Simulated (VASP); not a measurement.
Write the native input for VASP 6.6.1 that does the following.

| Property | Result |
| --- | --- |
| Task | single point |
| Functional | r2SCAN |
| Potentials or basis | VASP PAW PBE potentials, release 64 (Ta_pv, Sn_d) |
| Cutoff | 520 eV |
| k mesh | 6 × 6 × 4 |
| Occupations | gaussian, width 0.1 eV |
| Spin | no spin polarisation |
| Dipole correction | no |
| Further INCAR settings | ALGO = Normal; EDIFF = 1e-06; NBANDS = 33 |

TaSn:

```
Ta Sn
1.0
     4.78441    0.00000    0.00000
    -2.39221    4.14342    0.00000
     0.00000    0.00000    5.47955
Ta Sn
2 2
Direct
  0.33333 0.66667 0.94107
  0.66667 0.33333 0.44107
  0.33333 0.66667 0.44103
  0.66667 0.33333 0.94103
```

One way to write it, as run:

POSCAR

```
TaSn
1.0
    4.7844129067      0.0000000000      0.0000000000
   -2.3922064533      4.1434231194      0.0000000000
    0.0000000000      0.0000000000      5.4795502639
Ta Sn
2 2
Direct
    0.3333333333      0.6666666667     -0.0589342073
    0.6666666667      0.3333333333      0.4410657927
    0.3333333333      0.6666666667      0.4410342073
    0.6666666667      0.3333333333      0.9410342073
```

INCAR.step1

```
ALGO = Normal
EDIFF = 1E-4
ENCUT = 520
GGA = PE
ISMEAR = 0
LASPH = T
LCHARG = F
LREAL = F
LWAVE = T
NBANDS = 33
NELM = 100
PREC = Accurate
SIGMA = 0.1
```

INCAR.step2

```
ALGO = Normal
EDIFF = 1E-6
ENCUT = 520
ISIF = 2
ISMEAR = 0
ISTART = 1
LASPH = T
LCHARG = F
LMIXTAU = T
LREAL = F
LWAVE = F
METAGGA = R2SCAN
NBANDS = 33
NELM = 100
PREC = Accurate
SIGMA = 0.1
```

KPOINTS

```
k-points
0
Gamma
  6 6 4
```

Potentials or basis: VASP PAW PBE potentials, release 64 (Ta_pv, Sn_d).

Launch:

```sh
$ cat potpaw_PBE.64/Ta_pv/POTCAR potpaw_PBE.64/Sn_d/POTCAR > POTCAR
$ cp INCAR.step1 INCAR
$ mpirun -np 1 vasp_std > vasp.out
$ cp INCAR.step2 INCAR
$ mpirun -np 1 vasp_std > vasp.out
```

It gave:

```yaml
Pressure: 0.3 GPa
Band_gap_on_the_k_mesh: zero (bands 25 and 26 overlap by 1.27 eV)
```

Caveat: the PAW data sets were made with another functional, which shifts forces and pressure a little; spin-orbit coupling is left out, which moves the levels of the heavy elements.

It took 110 s on 1 thread of Intel(R) Xeon(R) 6975P-C (Granite Rapids), with other jobs on the host, peak memory 0.27 GiB.
